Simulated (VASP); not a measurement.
# Be (Im-3m) in VASP: a series of runs, part 2 of 2

VASP 6.6.1. The steps go on from the part before.

### Step 3. Single point, r2SCAN (volume scaled by 0.88)

File POSCAR:

```
Be
1.0
   -1.1986772840      1.1986772840      1.1986772840
    1.1986772840     -1.1986772840      1.1986772840
    1.1986772840      1.1986772840     -1.1986772840
Be
1
Direct
    0.0000000000      0.0000000000      0.0000000000
```

File INCAR.step1:

```
PREC = Accurate ; ENCUT = 520
ISMEAR = -1 ; SIGMA = 0.1
LREAL = False ; LASPH = True
NELM = 100 ; NBANDS = 7
GGA = PE ; ALGO = Normal
EDIFF = 1E-4 ; LWAVE = True
LCHARG = False
```

File INCAR.step2:

```
PREC = Accurate ; ENCUT = 520
EDIFF = 1E-6 ; ISMEAR = -1
SIGMA = 0.1 ; LREAL = False
LASPH = True ; NELM = 100
ALGO = Normal ; ISIF = 2
LWAVE = False ; LCHARG = False
METAGGA = R2SCAN ; LMIXTAU = True
NBANDS = 7 ; ISTART = 1
```

File KPOINTS:

```
regular mesh
0
Gamma
  20 20 20
```

Potentials or basis: VASP PAW PBE potentials, release 64 (Be).

The run is started by

```sh
> cat potpaw_PBE.64/Be/POTCAR > POTCAR
> cp INCAR.step1 INCAR
> mpirun -np 1 vasp_std > vasp.out
> cp INCAR.step2 INCAR
> mpirun -np 1 vasp_std > vasp.out
```

OUTCAR:

```text
PREC = Accurate
   ENCUT = 520
   EDIFF = 1E-6
   ISMEAR = -1
   LREAL = False
   LASPH = True
   NELM = 100
   ISIF = 2
   METAGGA = R2SCAN
   ISTART = 1

 ion  position               nearest neighbor table
   1  0.000  0.000  0.000-

  LATTYP: Found a body centered cubic cell.
 ALAT       =     2.3973545680

  Lattice vectors:

 A1 = (  -1.1986772840,   1.1986772840,   1.1986772840)
 A2 = (   1.1986772840,  -1.1986772840,   1.1986772840)
 A3 = (   1.1986772840,   1.1986772840,  -1.1986772840)

Analysis of symmetry for initial positions (statically):
=====================================================================
 Subroutine PRICEL returns:
 Original cell was already a primitive cell.

 Routine SETGRP: Setting up the symmetry group for a
 body centered cubic supercell.

 Subroutine GETGRP returns: Found 48 space group operations
[... 9 lines left out ...]

 Routine SETGRP: Setting up the symmetry group for a
 body centered cubic supercell.

 Subroutine GETGRP returns: Found 48 space group operations
[... 141 lines left out ...]
  ---------------------------------------------------
  ext. energy  EPLUGINS =         0.00000000
  ---------------------------------------------------
  free energy    TOTEN  =        -4.19178420 eV

  energy without entropy =       -4.18851489  energy(sigma->0) =       -4.19014955

 E-fermi :   9.2371     XC(G=0): -11.7475

 val. band max:        9.2127330242   @ k =  -0.3500  -0.4000   0.0500
 cond. band min:       9.2375106857   @ k =   0.3000   0.2500   0.1500
 fundamental gap:      0.0247776615
 Fermi energy:         9.2371403613

 k-point     1 :       0.0000    0.0000    0.0000
  band No.  band energies     occupation
      1      -4.7282      2.00000
      2      32.6053      0.00000
      3      32.6053      0.00000
      4      32.6053      0.00000
      5      44.3143      0.00000
      6      44.3143      0.00000
      7      44.3143      0.00000
[... 221 lines left out ...]
 k-point    24 :       0.2500    0.1000   -0.0000
  band No.  band energies     occupation
      1      -0.8671      2.00000
      2      18.2044      0.00000
      3      24.2130      0.00000
      4      27.3805      0.00000
      5      37.6492      0.00000
      6      38.9686      0.00000
      7      46.6406      0.00000

 [... further k-points ...]
[... 5 lines left out ...]
  --------------------------------------------------------------------------------------
  -------------------------------------------------------------------------------------
  Total        0.8523566      0.8523566      0.8523566     -0.0000000     -0.0000000     -0.0000000
  in kB      198.2280377    198.2280377    198.2280377     -0.0000000     -0.0000000     -0.0000000
  external PRESSURE =     198.2280377 kB  Pullay stress =       0.0000000 kB

 VOLUME and BASIS-vectors are now :
 -----------------------------------------------------------------------------
  energy-cutoff  :      520.00
  volume of cell :        6.89
      direct lattice vectors                 reciprocal lattice vectors
    -1.198677284  1.198677284  1.198677284     0.000000000  0.417126450  0.417126450
     1.198677284 -1.198677284  1.198677284     0.417126450  0.000000000  0.417126450
     1.198677284  1.198677284 -1.198677284     0.417126450  0.417126450  0.000000000

 POSITION                                       TOTAL-FORCE (eV/Angst)
 -----------------------------------------------------------------------------------
      0.00000      0.00000      0.00000        -0.000000      0.000000     -0.000000
 -----------------------------------------------------------------------------------
    total drift:                                0.000000      0.000000     -0.000000

  FREE ENERGIE OF THE ION-ELECTRON SYSTEM (eV)
  ---------------------------------------------------
  free  energy   TOTEN  =        -4.1917842041 eV

  energy  without entropy=       -4.1885148870  energy(sigma->0) =       -4.19014955
```

OUTCAR.step1:

```text
PREC = Accurate
   ENCUT = 520
   ISMEAR = -1
   LREAL = False
   LASPH = True
   NELM = 100
[... 454 lines left out ...]
 POSITION                                       TOTAL-FORCE (eV/Angst)
 -----------------------------------------------------------------------------------
      0.00000      0.00000      0.00000         0.000000      0.000000      0.000000
 -----------------------------------------------------------------------------------
    total drift:                               -0.000000      0.000000      0.000000

  FREE ENERGIE OF THE ION-ELECTRON SYSTEM (eV)
  ---------------------------------------------------
  free  energy   TOTEN  =        -3.6173038497 eV

  energy  without entropy=       -3.6139418900  energy(sigma->0) =       -3.61562287
```

OSZICAR.step1:

```text
N       E                     dE             d eps       ncg     rms          rms(c)
DAV:   1    -0.221545438362E+01   -0.22155E+01   -0.11524E+03  3941   0.232E+02
DAV:   2    -0.365845557283E+01   -0.14430E+01   -0.13826E+01  4942   0.277E+01
DAV:   3    -0.366020572318E+01   -0.17502E-02   -0.17499E-02  4193   0.870E-01
DAV:   4    -0.366020592215E+01   -0.19897E-06   -0.19946E-06  5236   0.932E-03
DAV:   5    -0.366020592244E+01   -0.29425E-09   -0.36860E-10  3948   0.571E-05    0.898E-01
DAV:   6    -0.362844794639E+01    0.31758E-01   -0.46099E-03  3850   0.696E-01    0.559E-01
DAV:   7    -0.361733259911E+01    0.11115E-01   -0.42029E-03  3857   0.703E-01    0.232E-02
DAV:   8    -0.361730384969E+01    0.28749E-04   -0.95293E-06  3633   0.268E-02
   1 F= -.36173038E+01 E0= -.36156229E+01  d E =-.336196E-02
```

Wall time 14 s (1 thread of Intel Xeon 6975P-C, shared host); peak memory 0.12 GiB.

What came out:

- Free energy: -4.1918 eV
- Pressure: 19.8 GPa
- Band gap on the k mesh: zero (band 1 reaches 14.10 eV, above the bottom of band 2 at 7.71 eV)

Levels at points of the mesh, in eV from the Fermi level:
| k point | band 1 | band 2 | band 3 | band 4 |
| --- | --- | --- | --- | --- |
| (0.00, 0.00, 0.00) | -13.97 | 23.37 | 23.37 | 23.37 |
| (0.50, 0.00, 0.00) | -6.09 | 0.75 | 14.80 | 18.37 |
| (0.50, 0.50, 0.50) | 4.87 | 4.87 | 4.87 | 10.80 |

Caveat: the PAW data sets were made with another functional, which shifts forces and pressure a little.
